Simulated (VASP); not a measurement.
## BN: single point with r2SCAN+D3(BJ)

BN:

```xyz
4
Lattice="2.4680 0.0000 0.0000 -1.2340 2.1373 0.0000 0.0000 0.0000 4.0848" Properties=species:S:1:pos:R:3 pbc="T T T"
B     1.2340    0.7124    0.0022
B     0.0000    1.4249    2.0445
N     1.2340    0.7124    1.5296
N     0.0000    1.4249    3.5720
```

This cell differs from its parent crystal: volume scaled by 0.920.

```
Program             : VASP 6.6.1
Task                : single point
Functional          : r2SCAN
Dispersion          : D3(BJ)
Potentials or basis : VASP PAW PBE potentials, release 64 (B, N)
Cutoff              : 520 eV
k mesh              : 10 × 10 × 6
Occupations         : gaussian, width 0.05 eV
Spin                : no spin polarisation
```

```json
{
  "Pressure": "39.9 GPa",
  "Largest force": "0.005 eV/Å",
  "Band gap on the k mesh": "5.75 eV, indirect (least direct gap 9.41 eV)",
  "Dispersion energy per atom": "-0.108 eV"
}
```

Forces on the atoms (eV/Å):
```
B    0.000  0.000  0.005
B    0.000  0.000  0.005
N    0.000  0.000 -0.005
N    0.000  0.000 -0.005
```

Levels at points of the mesh, in eV from the valence-band top:
| k point | band 6 | band 7 | band 8 | band 9 | band 10 | band 11 |
| --- | --- | --- | --- | --- | --- | --- |
| (0.00, 0.00, 0.00) | -0.35 | 0.00 | 0.00 | 9.44 | 9.44 | 9.82 |
| (0.50, 0.00, 0.00) | -5.69 | -5.05 | -2.40 | 7.64 | 8.87 | 11.82 |
| (0.00, 0.00, 0.50) | -1.34 | -1.34 | -1.34 | 11.13 | 11.13 | 11.18 |
| (0.50, 0.00, 0.50) | -4.30 | -4.08 | -4.08 | 7.53 | 7.53 | 11.35 |

It took 44 s on 1 thread of Intel(R) Xeon(R) Platinum 8375C CPU @ 2.90GHz (Ice Lake), with other jobs on the host, peak memory 0.15 GiB.

Caveat: the PAW data sets were made with another functional, which shifts forces and pressure a little. A k mesh can miss the band edges.
